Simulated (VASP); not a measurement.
# BN (P1) in VASP: further runs, part 2 of 2

VASP 6.6.1. Earlier steps stand in the parts before.

### 4 Single point, r2SCAN (atom 1 (B) moved by (-0.300, +0.300) A along x and z)

The input, POSCAR:

```
BN
1.0
    2.5539396017      0.0000000000      0.0000000000
   -1.2769698009      2.2117765748      0.0000000000
    0.0000000000      0.0000000000      4.2268550000
B N
2 2
Direct
    0.5492010853      0.3333333333      1.0706987555
    0.3333333333      0.6666666667      0.4997240000
    0.6666666667      0.3333333333      0.6252760000
    0.3333333333      0.6666666667      0.1252760000
```

The input, INCAR.step1:

```
  PREC = Accurate
  ENCUT = 660
  ISMEAR = 0
  SIGMA = 0.05
  LREAL = F
  LASPH = T
  NELM = 120
  NBANDS = 16
  GGA = PE
  ALGO = Normal
  EDIFF = 1E-5
  LWAVE = T
  LCHARG = F
  GGA_COMPAT = F
```

The input, INCAR.step2:

```
  PREC = Accurate
  ENCUT = 660
  EDIFF = 1E-6
  ISMEAR = 0
  SIGMA = 0.05
  LREAL = F
  LASPH = T
  NELM = 120
  ALGO = Normal
  ISIF = 2
  LWAVE = F
  LCHARG = T
  METAGGA = R2SCAN
  LMIXTAU = T
  LELF = T
  LVHAR = T
  NBANDS = 16
  ISTART = 1
  GGA_COMPAT = F
```

The input, KPOINTS:

```
Automatic mesh
0
Gamma
  12 12 6
```

Potentials or basis: VASP PAW PBE potentials, release 64 (B, N).

On the command line:

```console
$ cat potpaw_PBE.64/B/POTCAR potpaw_PBE.64/N/POTCAR > POTCAR
$ cp INCAR.step1 INCAR
$ mpirun -np 1 vasp_std > vasp.out
$ cp INCAR.step2 INCAR
$ mpirun -np 1 vasp_std > vasp.out
```

OUTCAR:

```text
PREC = Accurate
   ENCUT = 660
   EDIFF = 1E-6
   ISMEAR = 0
   LREAL = F
   LASPH = T
   NELM = 120
   ISIF = 2
   METAGGA = R2SCAN
   ISTART = 1

 ion  position               nearest neighbor table
   1  0.549  0.333  0.071-   4 1.25   4 1.52   4 1.76   3 1.91
   2  0.333  0.667  0.500-   3 1.57   3 1.57   3 1.57   4 1.58
   3  0.667  0.333  0.625-   2 1.57   2 1.57   2 1.57   1 1.91
   4  0.333  0.667  0.125-   1 1.25   1 1.52   2 1.58   1 1.76

  LATTYP: Found a hexagonal cell.
 ALAT       =     2.5539396017
 C/A-ratio  =     1.6550332659

  Lattice vectors:

 A1 = (   2.5539396017,   0.0000000000,   0.0000000000)
 A2 = (  -1.2769698009,   2.2117765748,   0.0000000000)
 A3 = (   0.0000000000,   0.0000000000,   4.2268550000)

Analysis of symmetry for initial positions (statically):
=====================================================================
 Subroutine PRICEL returns:
 Original cell was already a primitive cell.

 Routine SETGRP: Setting up the symmetry group for a
 hexagonal supercell.

 Subroutine GETGRP returns: Found  1 space group operations
 (whereof  1 operations were pure point group operations)
 out of a pool of 24 trial point group operations.

The static configuration has the point symmetry C_1 .

Analysis of symmetry for dynamics (positions and initial velocities):
=====================================================================
 Subroutine PRICEL returns:
 Original cell was already a primitive cell.

 Routine SETGRP: Setting up the symmetry group for a
 hexagonal supercell.

 Subroutine GETGRP returns: Found  1 space group operations
 (whereof  1 operations were pure point group operations)
 out of a pool of 24 trial point group operations.

The dynamic configuration has the point symmetry C_1 .

 Subroutine INISYM returns: Found  1 space group operations
 (whereof  1 operations are pure point group operations),
 and found     1 'primitive' translations

[... 119 lines left out ...]
  volume/ion in A,a.u.               =       5.97        40.28
  Fermi-wavevector in a.u.,A,eV,Ry     =   1.432600  2.707222 27.923836  2.052344
  Thomas-Fermi vector in A             =   2.552210
   LORBIT       =      0    0 simple, 1 ext, 2 COOP (PROOUT), +10 PAW based schemes
   METAGGA = R2SCAN    functional components
   LHFCALC =     F    Hartree Fock is set to
   AEXX    =    0.0000 exact exchange contribution
   IVDW    =     0    specifies the selected vdW correction
   LEPSILON=     F    determine dielectric tensor
   LRPA    =     F    only Hartree local field effects (RPA)
 non-spin polarized calculation
 Gauss-broadening in eV      SIGMA  =   0.05
  energy-cutoff  :      660.00
  volume of cell :       23.88
 maximum number of plane-waves:       942
 NGX is ok and might be reduce to    24
   NGX = 11   NGY = 11   NGZ = 17

 number of electron      16.0000001 magnetization

 Free energy of the ion-electron system (eV)
  ---------------------------------------------------
  ext. energy  EPLUGINS =         0.00000000
  ---------------------------------------------------
  free energy    TOTEN  =       -35.47457537 eV

  energy without entropy =      -35.47457537  energy(sigma->0) =      -35.47457537

 E-fermi :   8.3828     XC(G=0): -13.5459

 val. band max:        8.0842521340   @ k =   0.0000   0.0000   0.0000
 cond. band min:      11.9253045958   @ k =   0.0000   0.5000   0.5000
 fundamental gap:      3.8410524618
 Fermi energy:         8.3828431072

 k-point     1 :       0.0000    0.0000    0.0000
  band No.  band energies     occupation
      1     -14.7381      2.00000
      2      -9.7537      2.00000
      3      -3.8034      2.00000
      4       0.9569      2.00000
      5       5.8452      2.00000
      6       7.1681      2.00000
[... 433 lines left out ...]
      3      -2.6768      2.00000
      4      -0.9568      2.00000
      5       3.2178      2.00000
      6       4.4180      2.00000
[... 8 lines left out ...]
     15      22.8770      0.00000
     16      24.5571      0.00000

 [... further k-points ...]

------------------------ aborting loop because EDIFF is reached ----------------------------------------

  FORCE on cell =-STRESS in cart. coord.  units (eV):
  Direction    XX          YY          ZZ          XY          YZ          ZX
  --------------------------------------------------------------------------------------
  -------------------------------------------------------------------------------------
  Total        6.3401796      3.5141649      2.9128546     -4.1445982      1.0401873     -0.8039196
  in kB      425.4445033    235.8106930    195.4610239   -278.1146037     69.7995940    -53.9453416
  external PRESSURE =     285.5720734 kB  Pullay stress =       0.0000000 kB

 VOLUME and BASIS-vectors are now :
 -----------------------------------------------------------------------------
  energy-cutoff  :      660.00
  volume of cell :       23.88
      direct lattice vectors                 reciprocal lattice vectors
     2.553939602  0.000000000  0.000000000     0.391551938  0.226062617  0.000000000
    -1.276969801  2.211776575  0.000000000     0.000000000  0.452125233  0.000000000
     0.000000000  0.000000000  4.226855000     0.000000000  0.000000000  0.236582518

 POSITION                                       TOTAL-FORCE (eV/Angst)
 -----------------------------------------------------------------------------------
      0.97697      0.73726      0.29883        11.456931     -5.574808     -7.278328
     -0.00000      1.47452      2.11226        -0.081499     -0.034188      3.593796
      1.27697      0.73726      2.64295        -0.737350     -0.048080     -0.714891
     -0.00000      1.47452      0.52952       -10.638082      5.657076      4.399424
 -----------------------------------------------------------------------------------
    total drift:                               -0.000559      0.000221      0.000601

  FREE ENERGIE OF THE ION-ELECTRON SYSTEM (eV)
  ---------------------------------------------------
  free  energy   TOTEN  =       -35.4745753718 eV

  energy  without entropy=      -35.4745753718  energy(sigma->0) =      -35.47457537
```

OSZICAR.step1:

```text
N       E                     dE             d eps       ncg     rms          rms(c)
DAV:   1     0.585362012598E+02    0.58536E+02   -0.96462E+03 13960   0.118E+03
DAV:   2    -0.315675490151E+02   -0.90104E+02   -0.82739E+02 19200   0.291E+02
DAV:   3    -0.346934950574E+02   -0.31259E+01   -0.31113E+01 17304   0.511E+01
DAV:   4    -0.347040615172E+02   -0.10566E-01   -0.10565E-01 16984   0.327E+00
DAV:   5    -0.347040997379E+02   -0.38221E-04   -0.38220E-04 17264   0.189E-01    0.108E+01
DAV:   6    -0.322829850198E+02    0.24211E+01   -0.31523E+00 18432   0.177E+01    0.486E+00
DAV:   7    -0.321043753024E+02    0.17861E+00   -0.46358E-01 17744   0.584E+00    0.295E+00
DAV:   8    -0.320690400253E+02    0.35335E-01   -0.60553E-02 17992   0.225E+00    0.417E-01
DAV:   9    -0.320696360077E+02   -0.59598E-03   -0.55302E-03 17800   0.779E-01    0.174E-01
DAV:  10    -0.320698039498E+02   -0.16794E-03   -0.53217E-04 17504   0.223E-01    0.359E-02
DAV:  11    -0.320698351030E+02   -0.31153E-04   -0.70909E-05 17904   0.748E-02    0.156E-02
DAV:  12    -0.320698433190E+02   -0.82160E-05   -0.70080E-06 13688   0.241E-02
   1 F= -.32069843E+02 E0= -.32069843E+02  d E =-.518305E-20
```

Run time: 12 min. Hardware: 1 thread of Oxide Virtual Turin-like, shared host; peak memory 0.28 GiB.

Results:

- Free energy: -35.4746 eV
- Pressure: 28.6 GPa
- Largest force: 14.674 eV/Å
- Band gap on the k mesh: 3.84 eV (least direct gap 5.68 eV)

Forces in eV/Å, atoms in the order of the input:
```
B    11.457  -5.575  -7.278
B    -0.081  -0.034   3.594
N    -0.737  -0.048  -0.715
N   -10.638   5.657   4.399
```

Levels at points of the mesh, in eV from the valence-band top:
```csv
k point,band 5,band 6,band 7,band 8,band 9,band 10,band 11,band 12
"(0.00, 0.00, 0.00)",-2.24,-0.92,-0.42,0.00,5.88,7.97,8.24,9.98
"(0.50, 0.00, 0.00)",-8.51,-7.96,-3.54,-3.26,5.27,7.76,10.25,11.26
"(0.00, 0.50, 0.00)",-7.86,-6.21,-4.05,-2.99,3.93,7.09,9.50,12.14
"(0.50, 0.50, 0.00)",-7.25,-6.19,-4.90,-2.96,6.00,7.22,10.01,12.12
"(0.00, 0.00, 0.50)",-4.65,-1.87,-1.09,-0.80,6.01,8.07,9.76,10.17
"(0.50, 0.00, 0.50)",-8.39,-5.01,-3.81,-2.33,5.10,6.26,8.72,9.61
"(0.00, 0.50, 0.50)",-6.34,-4.86,-3.70,-2.36,3.84,5.51,7.91,9.96
"(0.50, 0.50, 0.50)",-5.84,-4.78,-3.73,-2.40,3.92,6.32,7.96,10.26
```

Caveat: the cell differs from its parent crystal (atom 1 (B) moved by (-0.300, +0.300) A along x and z); the stress differs along the axes, from 20 to 43 GPa; the PAW data sets were made with another functional, which shifts forces and pressure a little.

### 5 Overview

| cell | gap on the mesh (eV) | pressure (GPa) | largest force (eV/Å) |
| --- | --- | --- | --- |
| as given, atomic positions A | 2.55 | 42.9 | 13.97 |
| as given, atomic positions B | 1.42 | 19.1 | 13.99 |
| as given, atomic positions C | 3.84 | 28.6 | 14.67 |

Alike in all rows: task single point; level r2SCAN; potentials or basis VASP PAW PBE potentials, release 64 (B, N); no spin polarisation; k mesh 12 × 12 × 6; cutoff (eV) 660; smearing gaussian 0.05 eV.

Caveats: the PAW data sets were made with another functional, which shifts forces and pressure a little; the stress differs along the axes, from 35 to 56 GPa (at least some runs); the stress differs along the axes, from 10 to 26 GPa (at least some runs); the stress differs along the axes, from 20 to 43 GPa (at least some runs).

Absolute energies hang on the potentials; compare differences alone.
